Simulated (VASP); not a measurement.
# SnSe2 (P-3m1) in VASP: notebook

Runs on SnSe2. Level: PBE. Tasks: single point.

Program: VASP 6.6.1. These are calculated values, not measurements. Logs are shortened: lines on timing, memory, paths and dates and some standing lists are left out, and cuts for length are marked.

**1. The cell of the first run**

It takes space group P-3m1 (No. 164, trigonal). Conventional cell: a = 3.717 Å, b = 3.717 Å, c = 7.138 Å, α = 90.00°, β = 90.00°, γ = 120.00°. Sn (site symmetry -3m) has 6 Se at 2.68 Å within 3.5 Å. Within 3.5 Å of Se (site symmetry 3m) lie 3 Sn at 2.68 Å.

**2. Single point, PBE (biaxial strain in the a-b plane: -4.0 %)**

Input file INCAR:

```
  ALGO = Normal
  EDIFF = 1E-7
  ENCUT = 520
  GGA = PE
  ISIF = 2
  ISMEAR = 0
  LASPH = True
  LCHARG = False
  LREAL = False
  LWAVE = False
  NBANDS = 20
  NELM = 60
  PREC = Accurate
  SIGMA = 0.02
```

Input file KPOINTS:

```
k-points
0
Gamma
  12 12 4
```

Input file POSCAR:

```
SnSe2
1.0
    3.7168054208      0.0000000000      0.0000000000
   -1.8584027104      3.2188479154      0.0000000000
    0.0000000000      0.0000000000      7.1384074519
Sn Se
1 2
Direct
    0.0000000000      0.0000000000      0.0000000000
    0.6666666667      0.3333333333      0.7742008571
    0.3333333333      0.6666666667      0.2257991429
```

Potentials or basis: VASP PAW PBE potentials, release 64 (Sn_d, Se).

On the command line:

```sh
$ cat potpaw_PBE.64/Sn_d/POTCAR potpaw_PBE.64/Se/POTCAR > POTCAR
$ mpirun -np 1 vasp_std > vasp.out
```

OUTCAR:

```text
EDIFF = 1E-7
   ENCUT = 520
   GGA = PE
   ISIF = 2
   ISMEAR = 0
   LASPH = True
   LREAL = False
   NELM = 60
   PREC = Accurate

 ion  position               nearest neighbor table
   1  0.000  0.000  0.000-   2 2.68   3 2.68   2 2.68   3 2.68   2 2.68   3 2.68
   2  0.667  0.333  0.774-   1 2.68   1 2.68   1 2.68
   3  0.333  0.667  0.226-   1 2.68   1 2.68   1 2.68

  LATTYP: Found a hexagonal cell.
 ALAT       =     3.7168054208
 C/A-ratio  =     1.9205760441

  Lattice vectors:

 A1 = (   3.7168054208,   0.0000000000,   0.0000000000)
 A2 = (  -1.8584027104,   3.2188479154,   0.0000000000)
 A3 = (   0.0000000000,   0.0000000000,   7.1384074519)

Analysis of symmetry for initial positions (statically):
=====================================================================
 Subroutine PRICEL returns:
 Original cell was already a primitive cell.

 Routine SETGRP: Setting up the symmetry group for a
 hexagonal supercell.

 Subroutine GETGRP returns: Found 12 space group operations
 (whereof 12 operations were pure point group operations)
 out of a pool of 24 trial point group operations.

The static configuration has the point symmetry D_3d.

Analysis of symmetry for dynamics (positions and initial velocities):
=====================================================================
 Subroutine PRICEL returns:
 Original cell was already a primitive cell.

 Routine SETGRP: Setting up the symmetry group for a
 hexagonal supercell.

 Subroutine GETGRP returns: Found 12 space group operations
 (whereof 12 operations were pure point group operations)
 out of a pool of 24 trial point group operations.

The dynamic configuration has the point symmetry D_3d.

 Subroutine INISYM returns: Found 12 space group operations
 (whereof 12 operations are pure point group operations),
 and found     1 'primitive' translations

----------------------------------------------------------------------------------------

                                     Primitive cell

  volume of cell :      85.4027

  direct lattice vectors                    reciprocal lattice vectors
     3.716805421  0.000000000  0.000000000     0.269048252  0.155335080  0.000000000
    -1.858402710  3.218847915  0.000000000     0.000000000  0.310670161  0.000000000
     0.000000000  0.000000000  7.138407452     0.000000000  0.000000000  0.140087268

  length of vectors
     3.716805421  3.716805421  7.138407452     0.310670161  0.310670161  0.140087268

  position of ions in fractional coordinates (direct lattice)
     0.000000000  0.000000000  0.000000000
     0.666666667  0.333333333  0.774200857
     0.333333333  0.666666667  0.225799143

  ion indices of the primitive-cell ions
   primitive index   ion index
                 1           1
                 2           2
                 3           3

----------------------------------------------------------------------------------------

 KPOINTS: k-points

Automatic generation of k-mesh.
 Grid dimensions read from file:
 generate k-points for:   12   12    4

 Generating k-lattice:

  Cartesian coordinates                     Fractional coordinates (reciprocal lattice)
     0.022420688  0.012944590  0.000000000     0.083333333 -0.000000000  0.000000000
     0.000000000  0.025889180  0.000000000     0.000000000  0.083333333  0.000000000
     0.000000000  0.000000000  0.035021817     0.000000000  0.000000000  0.250000000

  Length of vectors
     0.025889180  0.025889180  0.035021817

  Shift w.r.t. Gamma in fractional coordinates (k-lattice)
     0.000000000  0.000000000  0.000000000

 Subroutine IBZKPT returns following result:
 ===========================================

 Found     69 irreducible k-points:

 Following reciprocal coordinates:
            Coordinates               Weight
  0.000000  0.000000  0.000000      1.000000
  0.083333  0.000000  0.000000      6.000000
  0.166667  0.000000  0.000000      6.000000
  0.250000  0.000000  0.000000      6.000000
  0.333333  0.000000  0.000000      6.000000
  0.416667 -0.000000  0.000000      6.000000
[... 16 lines left out ...]
  0.166667  0.000000  0.250000      6.000000
  0.000000  0.166667  0.250000      6.000000
 [... further k-points ...]
   k-points           NKPTS =     69   k-points in BZ     NKDIM =     69   number of bands    NBANDS=     20
   number of dos      NEDOS =    301   number of ions     NIONS =      3
   total plane-waves  NPLWV =  42336
   dimension x,y,z NGX =    28 NGY =   28 NGZ =   54
   dimension x,y,z NGXF=    56 NGYF=   56 NGZF=  108
   ions per type =               1   2
   NGX,Y,Z   is equivalent  to a cutoff of  12.52, 12.52, 12.58 a.u.
   NGXF,Y,Z  is equivalent  to a cutoff of  25.05, 25.05, 25.15 a.u.
 SYSTEM =  unknown system
   PREC   = accura    normal or accurate (medium, high low for compatibility)
   ISTART =      0    job   : 0-new  1-cont  2-samecut
   ICHARG =      2    charge: 1-file 2-atom 10-const
   ISPIN  =      1    spin polarized calculation?
   LNONCOLLINEAR =      F non collinear calculations
   LSORBIT =      F    spin-orbit coupling
   LASPH  =      T    aspherical Exc in radial PAW
   ENCUT  =  520.0 eV  38.22 Ry    6.18 a.u.   6.91  6.91 13.27*2*pi/ulx,y,z
   NELM   =     60;   NELMIN=  2; NELMDL= -5     # of ELM steps
   EDIFF  = 0.1E-06   stopping-criterion for ELM
   LREAL  =      F    real-space projection
   EDIFFG = 0.1E-05   stopping-criterion for IOM
   NSW    =      0    number of steps for IOM
   IBRION =     -1    ionic relax: 0-MD 1-quasi-New 2-CG
   NFREE  =      0    steps in history (QN), initial steepest desc. (CG)
   ISIF   =      2    stress and relaxation
   ISYM   =      2    0-nonsym 1-usesym 2-fastsym
   POTIM  = 0.5000    time-step for ionic-motion
   TEBEG  =    0.0;   TEEND  =   0.0 temperature during run
   PSTRESS=    0.0 pullay stress
   NELECT =      26.0000    total number of electrons
   NUPDOWN=      -1.0000    fix difference up-down
   EMIN   =  10.00;   EMAX   =-10.00  energy-range for DOS
   EFERMI =   0.00;   METHOD = LEGACY
   ISMEAR =     0;   SIGMA  =   0.02  broadening in eV -4-tet -1-fermi 0-gaus
   EFERMI_NEDOS =   21; number of points for ismear=-14 and -15
   IALGO  =     38    algorithm
   IMIX   =      4    mixing-type and parameters
     AMIX     =   0.40;   BMIX     =  1.00
     AMIX_MAG =   1.60;   BMIX_MAG =  1.00
  volume/ion in A,a.u.               =      28.47       192.11
  Fermi-wavevector in a.u.,A,eV,Ry     =   1.101308  2.081170 16.502221  1.212879
  Thomas-Fermi vector in A             =   2.237733
   LORBIT       =      0    0 simple, 1 ext, 2 COOP (PROOUT), +10 PAW based schemes
   GGA     = PE    functional components
   LHFCALC =     F    Hartree Fock is set to
   AEXX    =    0.0000 exact exchange contribution
   IVDW    =     0    specifies the selected vdW correction
   LEPSILON=     F    determine dielectric tensor
   LRPA    =     F    only Hartree local field effects (RPA)
 non-spin polarized calculation
 Gauss-broadening in eV      SIGMA  =   0.02
  energy-cutoff  :      520.00
  volume of cell :       85.40
 maximum number of plane-waves:      2319
   NGX = 13   NGY = 13   NGZ = 27

 number of electron      26.0000001 magnetization

 Free energy of the ion-electron system (eV)
  ---------------------------------------------------
  ext. energy  EPLUGINS =         0.00000000
  ---------------------------------------------------
  free energy    TOTEN  =       -11.75678550 eV

  energy without entropy =      -11.75678550  energy(sigma->0) =      -11.75678550

 E-fermi :   3.3858     XC(G=0):  -8.8159

 val. band max:        3.2925307359   @ k =   0.0833   0.0000   0.2500
 cond. band min:       3.8623874443   @ k =   0.5000   0.0000   0.5000
 fundamental gap:      0.5698567084
 Fermi energy:         3.3857635155

 k-point     1 :       0.0000    0.0000    0.0000
  band No.  band energies     occupation
      1     -18.0555      2.00000
      2     -18.0555      2.00000
      3     -18.0009      2.00000
      4     -17.9885      2.00000
      5     -17.9885      2.00000
      6     -10.7544      2.00000
[... 12 lines left out ...]
     19      12.2133      0.00000
     20      12.2696      0.00000

 k-point     2 :       0.0833    0.0000    0.0000
  band No.  band energies     occupation
      1     -18.0586      2.00000
      2     -18.0518      2.00000
      3     -17.9985      2.00000
      4     -17.9914      2.00000
      5     -17.9886      2.00000
      6     -10.6802      2.00000
[... 12 lines left out ...]
     19      11.5038      0.00000
     20      12.2525      0.00000

 k-point     3 :       0.1667    0.0000    0.0000
  band No.  band energies     occupation
      1     -18.0680      2.00000
      2     -18.0421      2.00000
      3     -17.9995      2.00000
      4     -17.9904      2.00000
      5     -17.9884      2.00000
      6     -10.4620      2.00000
[... 12 lines left out ...]
     19      11.2869      0.00000
     20      11.9680      0.00000

 k-point     4 :       0.2500    0.0000    0.0000
  band No.  band energies     occupation
      1     -18.0828      2.00000
      2     -18.0308      2.00000
      3     -18.0083      2.00000
      4     -17.9859      2.00000
      5     -17.9798      2.00000
      6     -10.1170      2.00000
[... 12 lines left out ...]
     19      11.4248      0.00000
     20      12.0232      0.00000

 k-point     5 :       0.3333    0.0000    0.0000
  band No.  band energies     occupation
      1     -18.0989      2.00000
      2     -18.0233      2.00000
      3     -18.0161      2.00000
      4     -17.9797      2.00000
      5     -17.9687      2.00000
      6      -9.6846      2.00000
[... 12 lines left out ...]
     19      11.2644      0.00000
     20      12.8242      0.00000

 k-point     6 :       0.4167   -0.0000    0.0000
  band No.  band energies     occupation
      1     -18.1111      2.00000
      2     -18.0214      2.00000
      3     -18.0204      2.00000
      4     -17.9724      2.00000
      5     -17.9605      2.00000
      6      -9.2508      2.00000
[... 12 lines left out ...]
     19      11.5516      0.00000
     20      12.9316      0.00000

 k-point     7 :       0.5000    0.0000    0.0000
  band No.  band energies     occupation
      1     -18.1157      2.00000
      2     -18.0232      2.00000
      3     -18.0198      2.00000
      4     -17.9693      2.00000
      5     -17.9575      2.00000
      6      -9.0227      2.00000
[... 12 lines left out ...]
     19      12.1746      0.00000
     20      12.2729      0.00000
[... 277 lines left out ...]
 k-point    20 :       0.0000    0.0000    0.2500
  band No.  band energies     occupation
      1     -18.0555      2.00000
      2     -18.0555      2.00000
      3     -18.0009      2.00000
      4     -17.9885      2.00000
      5     -17.9885      2.00000
      6     -10.7381      2.00000
[... 12 lines left out ...]
     19      11.8666      0.00000
     20      12.1918      0.00000

 k-point    21 :       0.0833    0.0000    0.2500
  band No.  band energies     occupation
      1     -18.0586      2.00000
      2     -18.0518      2.00000
      3     -17.9985      2.00000
      4     -17.9914      2.00000
      5     -17.9886      2.00000
      6     -10.6639      2.00000
[... 12 lines left out ...]
     19      11.3091      0.00000
     20      12.1951      0.00000

 k-point    22 :       0.0000    0.0833    0.2500
  band No.  band energies     occupation
      1     -18.0586      2.00000
      2     -18.0518      2.00000
      3     -17.9985      2.00000
      4     -17.9914      2.00000
      5     -17.9886      2.00000
      6     -10.6638      2.00000
[... 12 lines left out ...]
     19      11.5341      0.00000
     20      12.0201      0.00000

 k-point    23 :       0.1667    0.0000    0.2500
  band No.  band energies     occupation
      1     -18.0680      2.00000
      2     -18.0421      2.00000
      3     -17.9995      2.00000
      4     -17.9904      2.00000
      5     -17.9884      2.00000
      6     -10.4460      2.00000
[... 12 lines left out ...]
     19      11.1151      0.00000
     20      12.1717      0.00000

 k-point    24 :       0.0000    0.1667    0.2500
  band No.  band energies     occupation
      1     -18.0681      2.00000
      2     -18.0421      2.00000
      3     -17.9995      2.00000
      4     -17.9904      2.00000
      5     -17.9884      2.00000
      6     -10.4459      2.00000
[... 12 lines left out ...]
     19      11.3443      0.00000
     20      11.7010      0.00000

 [... further k-points ...]
[... 5 lines left out ...]
  --------------------------------------------------------------------------------------
  -------------------------------------------------------------------------------------
  Total        3.0996455      3.0996455      1.1589036     -0.0000000      0.0000000      0.0000000
  in kB       58.1501699     58.1501699     21.7413385     -0.0000000      0.0000000      0.0000000
  external PRESSURE =      46.0138928 kB  Pullay stress =       0.0000000 kB

 VOLUME and BASIS-vectors are now :
 -----------------------------------------------------------------------------
  energy-cutoff  :      520.00
  volume of cell :       85.40
      direct lattice vectors                 reciprocal lattice vectors
     3.716805421  0.000000000  0.000000000     0.269048252  0.155335080  0.000000000
    -1.858402710  3.218847915  0.000000000     0.000000000  0.310670161  0.000000000
     0.000000000  0.000000000  7.138407452     0.000000000  0.000000000  0.140087268

 POSITION                                       TOTAL-FORCE (eV/Angst)
 -----------------------------------------------------------------------------------
      0.00000      0.00000      0.00000        -0.000000      0.000000      0.000000
      1.85840      1.07295      5.52656         0.000000      0.000000     -0.351850
     -0.00000      2.14590      1.61185        -0.000000      0.000000      0.351850
 -----------------------------------------------------------------------------------
    total drift:                               -0.000000     -0.000000     -0.000000

  FREE ENERGIE OF THE ION-ELECTRON SYSTEM (eV)
  ---------------------------------------------------
  free  energy   TOTEN  =       -11.7567855040 eV

  energy  without entropy=      -11.7567855040  energy(sigma->0) =      -11.75678550
```

Wall time 62 s (1 thread of Intel Xeon Platinum 8559C (Emerald Rapids), shared host); peak memory 0.26 GiB.

What came out:

```yaml
Free_energy: -11.7568 eV
Pressure: 4.6 GPa
Largest_force: 0.352 eV/Å
Band_gap_on_the_k_mesh: 0.57 eV, indirect (least direct gap 1.08 eV)
```

Forces on the atoms (eV/Å):
```
Sn   0.000  0.000  0.000
Se   0.000  0.000 -0.352
Se   0.000  0.000  0.352
```

Stress tensor (GPa, compression positive):
```
5.82 0.00 0.00
0.00 5.82 0.00
0.00 0.00 2.17
```

Levels at points of the mesh, in eV from the valence-band top:
| k point | band 11 | band 12 | band 13 | band 14 | band 15 | band 16 |
| --- | --- | --- | --- | --- | --- | --- |
| (0.00, 0.00, 0.00) | -0.46 | -0.08 | -0.08 | 1.40 | 3.32 | 4.77 |
| (0.50, 0.00, 0.00) | -2.37 | -1.18 | -0.43 | 0.84 | 3.85 | 5.32 |
| (0.00, 0.00, 0.50) | -0.48 | -0.05 | -0.05 | 2.35 | 3.25 | 4.72 |
| (0.50, 0.00, 0.50) | -2.34 | -1.01 | -0.51 | 0.57 | 4.05 | 4.59 |

Caveat: the cell differs from its parent crystal (biaxial strain in the a-b plane: -4.0 %); spin-orbit coupling is left out, which moves the levels of the heavy elements; this functional lacks dispersion, which binds the layers, so the pressure and a relaxed spacing across them are unreliable. A k mesh can miss the band edges.

(Part 1 of 2 ends here.)
